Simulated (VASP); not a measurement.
## Ta4Mo: single point with PBE

Ta4Mo:

```xyz
5
Lattice="7.7370 0.0000 0.0000 0.0000 7.7370 0.0000 0.0000 0.0000 2.5930" Properties=species:S:1:pos:R:3 pbc="T T T"
Ta    5.1910    0.0000    1.2965
Ta    2.5460    0.0000    1.2965
Ta    0.0000    5.1910    1.2965
Ta    0.0000    2.5460    1.2965
Mo    0.0000    0.0000    1.2965
```

The cell was generated, and may not be a known phase.

| Item | Value |
| --- | --- |
| Program | VASP 6.6.1 |
| Task | single point |
| Functional | PBE |
| Potentials or basis | VASP PAW PBE potentials, release 64 (Ta_pv, Mo_sv) |
| Cutoff | 520 eV |
| k mesh | 6 × 6 × 14 |
| Occupations | gaussian, width 0.1 eV |
| Spin | no spin polarisation |

| Quantity | Value |
| --- | --- |
| Pressure | 0.1 GPa |
| Largest force | 0.013 eV/Å |
| Band gap on the k mesh | zero (bands 29 and 30 overlap by 1.06 eV) |

Forces in eV/Å, atoms in the order of the input:
```
Ta  -0.013  0.000  0.000
Ta   0.013  0.000  0.000
Ta   0.000 -0.013  0.000
Ta   0.000  0.013  0.000
Mo   0.000  0.000  0.000
```

Stress tensor (GPa, compression positive):
```
0.11 0.00 0.00
0.00 0.11 0.00
0.00 0.00 0.20
```

Levels at points of the mesh, in eV from the Fermi level:
```tsv
k point	band 25	band 26	band 27	band 28	band 29	band 30	band 31	band 32	band 33	band 34
(0.00, 0.00, 0.00)	-1.65	-1.65	-1.39	-0.56	-0.56	-0.09	0.47	1.59	1.59	1.85
(0.50, 0.00, 0.00)	-2.18	-1.29	-1.17	-0.94	-0.87	-0.55	0.29	1.27	1.47	1.69
(0.50, 0.50, 0.00)	-2.11	-2.11	-0.86	-0.86	-0.77	-0.54	-0.34	0.66	0.66	1.69
(0.00, 0.00, 0.50)	-1.59	-1.52	-0.41	0.26	0.26	0.84	1.41	2.31	2.31	2.36
(0.50, 0.00, 0.50)	-0.91	-0.89	-0.88	-0.81	-0.74	0.53	1.18	1.41	1.65	1.78
(0.50, 0.50, 0.50)	-1.31	-1.25	-0.81	-0.81	-0.53	-0.53	0.30	1.19	1.24	1.24
```

Run time: 8.7 min on 1 thread of Intel(R) Xeon(R) Platinum 8259CL CPU @ 2.50GHz (Skylake/Cascade Lake) (shared host), peak memory 0.52 GiB.

Caveat: spin-orbit coupling is left out, which moves the levels of the heavy elements.
